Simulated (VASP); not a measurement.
# HfN in VASP: further runs, part 2 of 3

VASP 6.6.1. Earlier steps stand in the parts before.

**3. Single point, PBE (13.33 Å³/atom)**

This run uses another cell than the first one, of 13.33 Å³/atom.

Contents of INCAR:

```
SYSTEM = HfN
PREC = Accurate
ENCUT = 600
EDIFF = 1E-6
ISMEAR = 0
SIGMA = 0.05
LREAL = .False.
LASPH = .True.
NELM = 120
ALGO = Normal
ISIF = 2
LWAVE = .False.
LCHARG = .True.
GGA = PE
LELF = .True.
LVHAR = .True.
NBANDS = 14
GGA_COMPAT = .False.
```

Contents of KPOINTS:

```
Automatic mesh
0
Gamma
  14 14 12
  0 0 0
```

Contents of POSCAR:

```
HfN
1.0
    3.2067118609      0.0000000000      0.0000000000
   -1.6033559304      2.7770939342      0.0000000000
    0.0000000000      0.0000000000      2.9926842848
Hf N
1 1
Direct
    0.0000000000      0.0000000000      0.0000000000
    0.6666666667      0.3333333333      0.5000000000
```

Potentials or basis: VASP PAW PBE potentials, release 64 (Hf_pv, N).

On the command line:

```bash
> cat potpaw_PBE.64/Hf_pv/POTCAR potpaw_PBE.64/N/POTCAR > POTCAR
> mpirun -np 1 vasp_std > vasp.out
```

OUTCAR:

```text
SYSTEM = HfN
   PREC = Accurate
   ENCUT = 600
   EDIFF = 1E-6
   ISMEAR = 0
   LREAL = .False.
   LASPH = .True.
   NELM = 120
   ISIF = 2
   GGA = PE

 ion  position               nearest neighbor table
   1  0.000  0.000  0.000-   2 2.38   2 2.38   2 2.38   2 2.38   2 2.38   2 2.38
   2  0.667  0.333  0.500-   1 2.38   1 2.38   1 2.38   1 2.38   1 2.38   1 2.38

  LATTYP: Found a hexagonal cell.
 ALAT       =     3.2067118609
 C/A-ratio  =     0.9332563743

  Lattice vectors:

 A1 = (   3.2067118609,   0.0000000000,   0.0000000000)
 A2 = (  -1.6033559304,   2.7770939342,   0.0000000000)
 A3 = (   0.0000000000,   0.0000000000,   2.9926842848)

Analysis of symmetry for initial positions (statically):
=====================================================================
 Subroutine PRICEL returns:
 Original cell was already a primitive cell.

 Routine SETGRP: Setting up the symmetry group for a
 hexagonal supercell.

 Subroutine GETGRP returns: Found 12 space group operations
 (whereof 12 operations were pure point group operations)
 out of a pool of 24 trial point group operations.

The static configuration has the point symmetry D_3h.

Analysis of symmetry for dynamics (positions and initial velocities):
=====================================================================
 Subroutine PRICEL returns:
 Original cell was already a primitive cell.

 Routine SETGRP: Setting up the symmetry group for a
 hexagonal supercell.

 Subroutine GETGRP returns: Found 12 space group operations
 (whereof 12 operations were pure point group operations)
 out of a pool of 24 trial point group operations.

The dynamic configuration has the point symmetry D_3h.

 Subroutine INISYM returns: Found 12 space group operations
 (whereof 12 operations are pure point group operations),
 and found     1 'primitive' translations

----------------------------------------------------------------------------------------

                                     Primitive cell

  volume of cell :      26.6509

  direct lattice vectors                    reciprocal lattice vectors
     3.206711861  0.000000000  0.000000000     0.311845917  0.180044324  0.000000000
    -1.603355930  2.777093934  0.000000000     0.000000000  0.360088648  0.000000000
     0.000000000  0.000000000  2.992684285     0.000000000  0.000000000  0.334148178

  length of vectors
     3.206711861  3.206711861  2.992684285     0.360088648  0.360088648  0.334148178

  position of ions in fractional coordinates (direct lattice)
     0.000000000  0.000000000  0.000000000
     0.666666667  0.333333333  0.500000000

  ion indices of the primitive-cell ions
   primitive index   ion index
                 1           1
                 2           2

----------------------------------------------------------------------------------------

 KPOINTS: Automatic mesh

Automatic generation of k-mesh.
 Grid dimensions read from file:
 generate k-points for:   14   14   12

 Generating k-lattice:

  Cartesian coordinates                     Fractional coordinates (reciprocal lattice)
     0.022274708  0.012860309  0.000000000     0.071428571 -0.000000000  0.000000000
[... 42 lines left out ...]
   number of dos      NEDOS =    301   number of ions     NIONS =      2
   total plane-waves  NPLWV =  18816
   dimension x,y,z NGX =    28 NGY =   28 NGZ =   24
   dimension x,y,z NGXF=    56 NGYF=   56 NGZF=   48
   ions per type =               1   1
   NGX,Y,Z   is equivalent  to a cutoff of  14.52, 14.52, 13.33 a.u.
   NGXF,Y,Z  is equivalent  to a cutoff of  29.03, 29.03, 26.66 a.u.
 SYSTEM =  HfN
   PREC   = accura    normal or accurate (medium, high low for compatibility)
   ISTART =      0    job   : 0-new  1-cont  2-samecut
   ICHARG =      2    charge: 1-file 2-atom 10-const
   ISPIN  =      1    spin polarized calculation?
   LNONCOLLINEAR =      F non collinear calculations
   LSORBIT =      F    spin-orbit coupling
   LASPH  =      T    aspherical Exc in radial PAW
   ENCUT  =  600.0 eV  44.10 Ry    6.64 a.u.   6.40  6.40  5.98*2*pi/ulx,y,z
   NELM   =    120;   NELMIN=  2; NELMDL= -5     # of ELM steps
   EDIFF  = 0.1E-05   stopping-criterion for ELM
   LREAL  =      F    real-space projection
   EDIFFG = 0.1E-04   stopping-criterion for IOM
   NSW    =      0    number of steps for IOM
   IBRION =     -1    ionic relax: 0-MD 1-quasi-New 2-CG
   NFREE  =      0    steps in history (QN), initial steepest desc. (CG)
   ISIF   =      2    stress and relaxation
   ISYM   =      2    0-nonsym 1-usesym 2-fastsym
   POTIM  = 0.5000    time-step for ionic-motion
   TEBEG  =    0.0;   TEEND  =   0.0 temperature during run
   PSTRESS=    0.0 pullay stress
   NELECT =      15.0000    total number of electrons
   NUPDOWN=      -1.0000    fix difference up-down
   EMIN   =  10.00;   EMAX   =-10.00  energy-range for DOS
   EFERMI =   0.00;   METHOD = LEGACY
   ISMEAR =     0;   SIGMA  =   0.05  broadening in eV -4-tet -1-fermi 0-gaus
   EFERMI_NEDOS =   21; number of points for ismear=-14 and -15
   IALGO  =     38    algorithm
   IMIX   =      4    mixing-type and parameters
     AMIX     =   0.40;   BMIX     =  1.00
     AMIX_MAG =   1.60;   BMIX_MAG =  1.00
  volume/ion in A,a.u.               =      13.33        89.92
  Fermi-wavevector in a.u.,A,eV,Ry     =   1.351662  2.554271 24.857711  1.826990
  Thomas-Fermi vector in A             =   2.479065
   LORBIT       =      0    0 simple, 1 ext, 2 COOP (PROOUT), +10 PAW based schemes
   GGA     = PE    functional components
   LHFCALC =     F    Hartree Fock is set to
   AEXX    =    0.0000 exact exchange contribution
   IVDW    =     0    specifies the selected vdW correction
   LEPSILON=     F    determine dielectric tensor
   LRPA    =     F    only Hartree local field effects (RPA)
 non-spin polarized calculation
 Gauss-broadening in eV      SIGMA  =   0.05
  energy-cutoff  :      600.00
  volume of cell :       26.65
 maximum number of plane-waves:       912
 NGX is ok and might be reduce to    28
   NGX = 13   NGY = 13   NGZ = 11

 number of electron      14.9999999 magnetization

 Free energy of the ion-electron system (eV)
  ---------------------------------------------------
  ext. energy  EPLUGINS =         0.00000000
  ---------------------------------------------------
  free energy    TOTEN  =       -20.79731905 eV

  energy without entropy =      -20.79441382  energy(sigma->0) =      -20.79586643

 E-fermi :   6.0391     XC(G=0): -11.9509

 val. band max:        6.0310742877   @ k =   0.2857   0.1429   0.4167
 cond. band min:       6.0396432816   @ k =   0.3571   0.0000   0.4167
 fundamental gap:      0.0085689939
 Fermi energy:         6.0391284490

 k-point     1 :       0.0000    0.0000    0.0000
  band No.  band energies     occupation
      1     -24.6149      2.00000
      2     -24.6149      2.00000
      3     -24.4117      2.00000
      4      -9.5060      2.00000
      5       2.8842      2.00000
      6       2.8842      2.00000
      7       4.0469      2.00000
      8       4.4912      2.00000
      9       7.4059      0.00000
     10      10.4004      0.00000
     11      10.4004      0.00000
     12      11.3466      0.00000
     13      11.3466      0.00000
     14      18.4330      0.00000
[... 377 lines left out ...]
      1     -25.1044      2.00000
      2     -24.9905      2.00000
      3     -24.3243      2.00000
      4      -7.7248      2.00000
      5       0.4576      2.00000
      6       1.9314      2.00000
      7       3.0770      2.00000
      8       6.9590      0.00000
      9       8.3878      0.00000
     10       9.1359      0.00000
     11       9.7776      0.00000
     12      13.7023      0.00000
     13      16.5254      0.00000
     14      17.7407      0.00000

 [... further k-points ...]

------------------------ aborting loop because EDIFF is reached ----------------------------------------

  FORCE on cell =-STRESS in cart. coord.  units (eV):
  Direction    XX          YY          ZZ          XY          YZ          ZX
  --------------------------------------------------------------------------------------
  -------------------------------------------------------------------------------------
  Total       -3.3187777     -3.3187777     -3.3821033     -0.0000000      0.0000000      0.0000000
  in kB     -199.5158206   -199.5158206   -203.3227803     -0.0000000      0.0000000      0.0000000
  external PRESSURE =    -200.7848072 kB  Pullay stress =       0.0000000 kB

 VOLUME and BASIS-vectors are now :
 -----------------------------------------------------------------------------
  energy-cutoff  :      600.00
  volume of cell :       26.65
      direct lattice vectors                 reciprocal lattice vectors
     3.206711861  0.000000000  0.000000000     0.311845917  0.180044324  0.000000000
    -1.603355930  2.777093934  0.000000000     0.000000000  0.360088648  0.000000000
     0.000000000  0.000000000  2.992684285     0.000000000  0.000000000  0.334148178

 POSITION                                       TOTAL-FORCE (eV/Angst)
 -----------------------------------------------------------------------------------
      0.00000      0.00000      0.00000        -0.000000      0.000000      0.000000
      1.60336      0.92570      1.49634         0.000000     -0.000000      0.000000
 -----------------------------------------------------------------------------------
    total drift:                               -0.000000      0.000000      0.000000

  FREE ENERGIE OF THE ION-ELECTRON SYSTEM (eV)
  ---------------------------------------------------
  free  energy   TOTEN  =       -20.7973190455 eV

  energy  without entropy=      -20.7944138154  energy(sigma->0) =      -20.79586643
```

stdout:

```text
POSCAR found type information on POSCAR HfN
 POSCAR found :  2 types and       2 ions
 scaLAPACK will be used
 LDA part: xc-table for (Slater+PW92), standard interpolation
 POSCAR, INCAR and KPOINTS ok, starting setup
 FFT: planning ... GRIDC
 FFT: planning ... GRID_SOFT
 FFT: planning ... GRID
 WAVECAR not read
 entering main loop
```

Run time: 88 s. Hardware: 1 thread of AMD EPYC 7R13, shared host; peak memory 0.18 GiB.

What came out:

- Free energy: -20.7973 eV
- Pressure: -20.1 GPa
- Band gap on the k mesh: zero (an odd number of electrons rules out a gap without spin polarisation)

Levels at points of the mesh, in eV from the Fermi level:
```tsv
k point	band 5	band 6	band 7	band 8	band 9	band 10
(0.00, 0.00, 0.00)	-3.15	-3.15	-1.99	-1.55	1.37	4.36
(0.50, 0.00, 0.00)	-6.27	-2.96	-2.16	-1.51	4.23	4.56
(0.00, 0.00, 0.50)	-7.22	-2.44	-2.44	1.45	1.45	3.54
(0.50, 0.00, 0.50)	-5.34	-4.39	-3.91	0.53	4.34	5.83
```

Caveat: the cell stands under tension; spin-orbit coupling is left out, which moves the levels of the heavy elements.

**4. Single point, PBE (atom 2 (N) moved 0.05 Å along z)**

Contents of INCAR:

```
SYSTEM = HfN
  PREC = Accurate
  ENCUT = 600
  EDIFF = 1E-6
  ISMEAR = 0
  SIGMA = 0.05
  LREAL = .False.
  LASPH = .True.
  NELM = 120
  ALGO = Normal
  ISIF = 2
  LWAVE = .False.
  LCHARG = .False.
  GGA = PE
  NBANDS = 14
  GGA_COMPAT = .False.
```

Contents of KPOINTS:

```
regular mesh
0
Gamma
  14 14 12
  0 0 0
```

Contents of POSCAR:

```
HfN
1.0
    3.0990149869      0.0000000000      0.0000000000
   -1.5495074934      2.6838257053      0.0000000000
    0.0000000000      0.0000000000      2.9130017211
Hf N
1 1
Direct
    0.0000000000      0.0000000000      0.0000000000
    0.6666666667      0.3333333333      0.5171644251
```

On the command line:

```bash
> cat potpaw_PBE.64/Hf_pv/POTCAR potpaw_PBE.64/N/POTCAR > POTCAR
> mpirun -np 1 vasp_std > vasp.out
```

Run time: 2 min. Hardware: 1 thread of AMD EPYC 7R13, shared host; peak memory 0.21 GiB.

Results (log left out):

```
Free energy            : -20.9608 eV
Pressure               : -1.7 GPa
Largest force          : 0.487 eV/Å
Band gap on the k mesh : zero (an odd number of electrons rules out a gap without spin polarisation)
```

Forces in eV/Å, atoms in the order of the input:
```
Hf   0.000  0.000  0.487
N    0.000  0.000 -0.487
```

Stress tensor (GPa, compression positive):
```
-1.52  0.00  0.00
 0.00 -1.52  0.00
 0.00  0.00 -2.17
```

Levels at points of the mesh, in eV from the Fermi level:
```csv
k point,band 4,band 5,band 6,band 7,band 8,band 9,band 10,band 11,band 12,band 13
"(0.00, 0.00, 0.00)",-16.10,-3.43,-3.43,-2.41,-1.47,2.06,4.81,4.81,5.94,5.94
"(0.50, 0.00, 0.00)",-14.21,-6.65,-3.31,-2.23,-1.71,4.81,5.02,6.38,6.42,7.82
"(0.00, 0.00, 0.50)",-13.71,-7.69,-2.65,-2.65,1.54,1.54,3.83,4.40,4.40,7.99
"(0.50, 0.00, 0.50)",-14.36,-5.75,-4.66,-4.28,0.73,4.98,6.58,7.90,7.96,10.94
```

Caveat: the cell differs from its parent crystal (atom 2 (N) moved 0.05 Å along z); spin-orbit coupling is left out, which moves the levels of the heavy elements.

(Part 2 of 3 ends here.)
